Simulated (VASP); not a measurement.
# MgO (Fm-3m) in VASP: further runs

MgO is run at these levels: PBE, PBE+D3(BJ); tasks: single point.

Program: VASP 6.6.1. These are calculated values, not measurements. Logs are shortened: lines on timing, memory, paths and dates and some standing lists are left out, and cuts for length are marked.

**1. The cell of the first run**

The structure is cubic, space group Fm-3m (No. 225). The conventional cell has a = 4.424 Å, b = 4.424 Å, c = 4.424 Å, α = 90.00°, β = 90.00°, γ = 90.00°. Within 2.9 Å of Mg (site symmetry m-3m) lie 6 O at 2.21 Å. Within 2.9 Å of O (site symmetry m-3m) lie 6 Mg at 2.21 Å.

**2. Single point, PBE**

Input file INCAR:

```
ALGO = Normal ; EDIFF = 1E-7
ENCUT = 520 ; GGA = PE
ISIF = 2 ; ISMEAR = -1
LASPH = T ; LCHARG = F
LREAL = F ; LWAVE = F
NBANDS = 11 ; NELM = 60
PREC = Accurate ; SIGMA = 0.0666
```

Input file KPOINTS:

```
k-points
0
Gamma
  7 7 7
```

Input file POSCAR:

```
MgO
1.0
    0.0000000000      2.2119513600      2.2119513600
    2.2119513600      0.0000000000      2.2119513600
    2.2119513600      2.2119513600      0.0000000000
Mg O
1 1
Direct
    0.0000000000      0.0000000000      0.0000000000
    0.5000000000      0.5000000000      0.5000000000
```

Potentials or basis: VASP PAW PBE potentials, release 64 (Mg, O).

Run with:

```
$ cat potpaw_PBE.64/Mg/POTCAR potpaw_PBE.64/O/POTCAR > POTCAR
$ mpirun -np 1 vasp_std > vasp.out
```

OUTCAR:

```text
EDIFF = 1E-7
   ENCUT = 520
   GGA = PE
   ISIF = 2
   ISMEAR = -1
   LASPH = T
   LREAL = F
   NELM = 60
   PREC = Accurate

 ion  position               nearest neighbor table
   1  0.000  0.000  0.000-   2 2.21   2 2.21   2 2.21   2 2.21   2 2.21   2 2.21
   2  0.500  0.500  0.500-   1 2.21   1 2.21   1 2.21   1 2.21   1 2.21   1 2.21

  LATTYP: Found a face centered cubic cell.
 ALAT       =     4.4239027200

  Lattice vectors:

 A1 = (   0.0000000000,   2.2119513600,   2.2119513600)
 A2 = (   2.2119513600,   0.0000000000,   2.2119513600)
 A3 = (   2.2119513600,   2.2119513600,   0.0000000000)

Analysis of symmetry for initial positions (statically):
=====================================================================
 Subroutine PRICEL returns:
 Original cell was already a primitive cell.

 Routine SETGRP: Setting up the symmetry group for a
 face centered cubic supercell.

 Subroutine GETGRP returns: Found 48 space group operations
 (whereof 48 operations were pure point group operations)
 out of a pool of 48 trial point group operations.

The static configuration has the point symmetry O_h .

Analysis of symmetry for dynamics (positions and initial velocities):
=====================================================================
 Subroutine PRICEL returns:
 Original cell was already a primitive cell.

 Routine SETGRP: Setting up the symmetry group for a
 face centered cubic supercell.

 Subroutine GETGRP returns: Found 48 space group operations
 (whereof 48 operations were pure point group operations)
 out of a pool of 48 trial point group operations.

The dynamic configuration has the point symmetry O_h .

 Subroutine INISYM returns: Found 48 space group operations
 (whereof 48 operations are pure point group operations),
 and found     1 'primitive' translations

----------------------------------------------------------------------------------------

                                     Primitive cell

  volume of cell :      21.6450

  direct lattice vectors                    reciprocal lattice vectors
     0.000000000  2.211951360  2.211951360    -0.226044754  0.226044754  0.226044754
     2.211951360  0.000000000  2.211951360     0.226044754 -0.226044754  0.226044754
     2.211951360  2.211951360  0.000000000     0.226044754  0.226044754 -0.226044754

  length of vectors
     3.128171613  3.128171613  3.128171613     0.391520998  0.391520998  0.391520998

  position of ions in fractional coordinates (direct lattice)
     0.000000000  0.000000000  0.000000000
     0.500000000  0.500000000  0.500000000

  ion indices of the primitive-cell ions
   primitive index   ion index
                 1           1
                 2           2

----------------------------------------------------------------------------------------

 KPOINTS: k-points

Automatic generation of k-mesh.
 Grid dimensions read from file:
 generate k-points for:    7    7    7

 Generating k-lattice:

  Cartesian coordinates                     Fractional coordinates (reciprocal lattice)
    -0.032292108  0.032292108  0.032292108     0.142857143  0.000000000  0.000000000
     0.032292108 -0.032292108  0.032292108     0.000000000  0.142857143  0.000000000
     0.032292108  0.032292108 -0.032292108     0.000000000  0.000000000  0.142857143

  Length of vectors
     0.055931571  0.055931571  0.055931571

  Shift w.r.t. Gamma in fractional coordinates (k-lattice)
     0.000000000  0.000000000  0.000000000

 Subroutine IBZKPT returns following result:
 ===========================================

 Found     20 irreducible k-points:

 Following reciprocal coordinates:
            Coordinates               Weight
  0.000000  0.000000  0.000000      1.000000
  0.142857  0.000000  0.000000      8.000000
  0.285714  0.000000  0.000000      8.000000
  0.428571  0.000000  0.000000      8.000000
  0.142857  0.142857  0.000000      6.000000
  0.285714  0.142857  0.000000     24.000000
[... 12 lines left out ...]
 -0.428571  0.428571  0.142857     24.000000
 -0.285714  0.428571  0.142857     24.000000
   k-points           NKPTS =     20   k-points in BZ     NKDIM =     20   number of bands    NBANDS=     11
   number of dos      NEDOS =    301   number of ions     NIONS =      2
   total plane-waves  NPLWV =  13824
   dimension x,y,z NGX =    24 NGY =   24 NGZ =   24
   dimension x,y,z NGXF=    48 NGYF=   48 NGZF=   48
   ions per type =               1   1
   NGX,Y,Z   is equivalent  to a cutoff of  12.75, 12.75, 12.75 a.u.
   NGXF,Y,Z  is equivalent  to a cutoff of  25.51, 25.51, 25.51 a.u.
 SYSTEM =  unknown system
   PREC   = accura    normal or accurate (medium, high low for compatibility)
   ISTART =      0    job   : 0-new  1-cont  2-samecut
   ICHARG =      2    charge: 1-file 2-atom 10-const
   ISPIN  =      1    spin polarized calculation?
   LNONCOLLINEAR =      F non collinear calculations
   LSORBIT =      F    spin-orbit coupling
   LASPH  =      T    aspherical Exc in radial PAW
   ENCUT  =  520.0 eV  38.22 Ry    6.18 a.u.   5.82  5.82  5.82*2*pi/ulx,y,z
   NELM   =     60;   NELMIN=  2; NELMDL= -5     # of ELM steps
   EDIFF  = 0.1E-06   stopping-criterion for ELM
   LREAL  =      F    real-space projection
   EDIFFG = 0.1E-05   stopping-criterion for IOM
   NSW    =      0    number of steps for IOM
   IBRION =     -1    ionic relax: 0-MD 1-quasi-New 2-CG
   NFREE  =      0    steps in history (QN), initial steepest desc. (CG)
   ISIF   =      2    stress and relaxation
   ISYM   =      2    0-nonsym 1-usesym 2-fastsym
   POTIM  = 0.5000    time-step for ionic-motion
   TEBEG  =    0.0;   TEEND  =   0.0 temperature during run
   PSTRESS=    0.0 pullay stress
   NELECT =       8.0000    total number of electrons
   NUPDOWN=      -1.0000    fix difference up-down
   EMIN   =  10.00;   EMAX   =-10.00  energy-range for DOS
   EFERMI =   0.00;   METHOD = LEGACY
   ISMEAR =    -1;   SIGMA  =   0.07  broadening in eV -4-tet -1-fermi 0-gaus
   EFERMI_NEDOS =   21; number of points for ismear=-14 and -15
   IALGO  =     38    algorithm
   IMIX   =      4    mixing-type and parameters
     AMIX     =   0.40;   BMIX     =  1.00
     AMIX_MAG =   1.60;   BMIX_MAG =  1.00
  volume/ion in A,a.u.               =      10.82        73.03
  Fermi-wavevector in a.u.,A,eV,Ry     =   1.174859  2.220162 18.780051  1.380295
  Thomas-Fermi vector in A             =   2.311250
   LORBIT       =      0    0 simple, 1 ext, 2 COOP (PROOUT), +10 PAW based schemes
   GGA     = PE    functional components
   LHFCALC =     F    Hartree Fock is set to
   AEXX    =    0.0000 exact exchange contribution
   IVDW    =     0    specifies the selected vdW correction
   LEPSILON=     F    determine dielectric tensor
   LRPA    =     F    only Hartree local field effects (RPA)
 non-spin polarized calculation
  energy-cutoff  :      520.00
  volume of cell :       21.64
 maximum number of plane-waves:       592
   NGX = 11   NGY = 11   NGZ = 11

 number of electron       7.9999998 magnetization

 Free energy of the ion-electron system (eV)
  ---------------------------------------------------
  ext. energy  EPLUGINS =         0.00000000
  ---------------------------------------------------
  free energy    TOTEN  =       -11.78935885 eV

  energy without entropy =      -11.78935885  energy(sigma->0) =      -11.78935885

 E-fermi :   3.6171     XC(G=0): -10.4026

 val. band max:        2.1667664372   @ k =   0.0000   0.0000   0.0000
 cond. band min:       5.5884566045   @ k =   0.0000   0.0000   0.0000
 fundamental gap:      3.4216901673
 Fermi energy:         3.6170561348

 k-point     1 :       0.0000    0.0000    0.0000
  band No.  band energies     occupation
      1     -14.4097      2.00000
      2       2.1668      2.00000
      3       2.1668      2.00000
      4       2.1668      2.00000
      5       5.5885      0.00000
      6      17.1260      0.00000
      7      17.1260      0.00000
      8      17.1260      0.00000
      9      20.6752      0.00000
     10      22.2849      0.00000
     11      22.2849      0.00000

 k-point     2 :       0.1429    0.0000    0.0000
  band No.  band energies     occupation
      1     -14.2492      2.00000
      2       1.0491      2.00000
      3       2.0650      2.00000
      4       2.0650      2.00000
      5       6.7336      0.00000
      6      15.1957      0.00000
      7      17.4566      0.00000
      8      17.4566      0.00000
      9      20.9033      0.00000
     10      20.9033      0.00000
     11      22.3133      0.00000

 k-point     3 :       0.2857    0.0000    0.0000
  band No.  band energies     occupation
      1     -13.8602      2.00000
      2      -0.6194      2.00000
      3       1.8475      2.00000
      4       1.8475      2.00000
      5       8.3446      0.00000
      6      13.5210      0.00000
      7      17.5109      0.00000
      8      17.5109      0.00000
      9      20.9882      0.00000
     10      20.9882      0.00000
     11      21.6182      0.00000

 k-point     4 :       0.4286    0.0000    0.0000
  band No.  band energies     occupation
      1     -13.5139      2.00000
      2      -1.6984      2.00000
      3       1.6830      2.00000
      4       1.6830      2.00000
      5       9.1013      0.00000
      6      13.1433      0.00000
      7      17.0762      0.00000
      8      17.0762      0.00000
      9      21.0304      0.00000
     10      22.5226      0.00000
     11      22.5226      0.00000
[... 183 lines left out ...]
 k-point    18 :      -0.4286    0.2857    0.1429
  band No.  band energies     occupation
      1     -13.3542      2.00000
      2      -1.0993      2.00000
      3       0.4017      2.00000
      4       1.2991      2.00000
      5      11.0603      0.00000
      6      12.7879      0.00000
      7      13.9592      0.00000
      8      17.3052      0.00000
      9      20.7624      0.00000
     10      22.4747      0.00000
     11      26.8518      0.00000

 k-point    19 :      -0.4286    0.4286    0.1429
  band No.  band energies     occupation
      1     -13.2799      2.00000
      2      -1.0072      2.00000
      3       0.4961      2.00000
      4       0.9040      2.00000
      5      11.5003      0.00000
      6      11.9682      0.00000
      7      13.5184      0.00000
      8      17.3201      0.00000
      9      19.8947      0.00000
     10      24.8628      0.00000
     11      26.5500      0.00000

 k-point    20 :      -0.2857    0.4286    0.1429
  band No.  band energies     occupation
      1     -13.2407      2.00000
      2      -0.5169      2.00000
      3      -0.3555      2.00000
      4       0.9333      2.00000
      5      12.1918      0.00000
      6      12.6541      0.00000
      7      13.0899      0.00000
      8      16.5145      0.00000
      9      20.8584      0.00000
     10      23.1783      0.00000
     11      26.6304      0.00000

------------------------ aborting loop because EDIFF is reached ----------------------------------------

  FORCE on cell =-STRESS in cart. coord.  units (eV):
  Direction    XX          YY          ZZ          XY          YZ          ZX
  --------------------------------------------------------------------------------------
  -------------------------------------------------------------------------------------
  Total       -1.9561137     -1.9561137     -1.9561137      0.0000000      0.0000000      0.0000000
  in kB     -144.7931351   -144.7931351   -144.7931351      0.0000000      0.0000000      0.0000000
  external PRESSURE =    -144.7931351 kB  Pullay stress =       0.0000000 kB

 VOLUME and BASIS-vectors are now :
 -----------------------------------------------------------------------------
  energy-cutoff  :      520.00
  volume of cell :       21.64
      direct lattice vectors                 reciprocal lattice vectors
     0.000000000  2.211951360  2.211951360    -0.226044754  0.226044754  0.226044754
     2.211951360  0.000000000  2.211951360     0.226044754 -0.226044754  0.226044754
     2.211951360  2.211951360  0.000000000     0.226044754  0.226044754 -0.226044754

 POSITION                                       TOTAL-FORCE (eV/Angst)
 -----------------------------------------------------------------------------------
      0.00000      0.00000      0.00000         0.000000     -0.000000     -0.000000
      2.21195      2.21195      2.21195        -0.000000      0.000000      0.000000
 -----------------------------------------------------------------------------------
    total drift:                               -0.000000     -0.000000      0.000000

  FREE ENERGIE OF THE ION-ELECTRON SYSTEM (eV)
  ---------------------------------------------------
  free  energy   TOTEN  =       -11.7893588455 eV

  energy  without entropy=      -11.7893588455  energy(sigma->0) =      -11.78935885
```

Run time: 9.5 s. Hardware: 1 thread of AMD EPYC 7R13, shared host; peak memory 0.13 GiB.

Results:

```
Free energy            : -11.7894 eV
Pressure               : -14.5 GPa
Band gap on the k mesh : 3.42 eV, direct
```

A hybrid or GW would open this gap; PBE tends to underestimate it.

**3. Single point, PBE+D3(BJ)**

Input file INCAR:

```
SYSTEM = MgO
ALGO = Normal
EDIFF = 1E-6
ENCUT = 520
GGA = PE
ISIF = 2
ISMEAR = -1
IVDW = 12
LASPH = .True.
LCHARG = .False.
LREAL = .False.
LWAVE = .False.
NBANDS = 11
NELM = 60
PREC = Accurate
SIGMA = 0.0666
```

Input file KPOINTS:

```
k-points
0
Gamma
  7 7 7
  0 0 0
```

POSCAR is that of step 2.

Potentials or basis: VASP PAW PBE potentials, release 64 (Mg, O).

Run with:

```
$ cat potpaw_PBE.64/Mg/POTCAR potpaw_PBE.64/O/POTCAR > POTCAR
$ mpirun -np 1 vasp_std > vasp.out
```

Wall time 11 s (1 thread of AMD EPYC 7R13, shared host); peak memory 0.15 GiB.

Results (log left out):

| Property | Result |
| --- | --- |
| Free energy | -12.2935 eV |
| Pressure | -18.3 GPa |
| Band gap on the k mesh | 3.42 eV, direct |
| Dispersion energy per atom | -0.252 eV |

Levels at points of the mesh, in eV from the valence-band top:
```tsv
k point	band 1	band 2	band 3	band 4	band 5	band 6	band 7	band 8
(0.00, 0.00, 0.00)	-16.58	0.00	0.00	0.00	3.42	14.96	14.96	14.96
```

Caveat: three body term missing. As with any semilocal functional, this PBE gap is likely too small.
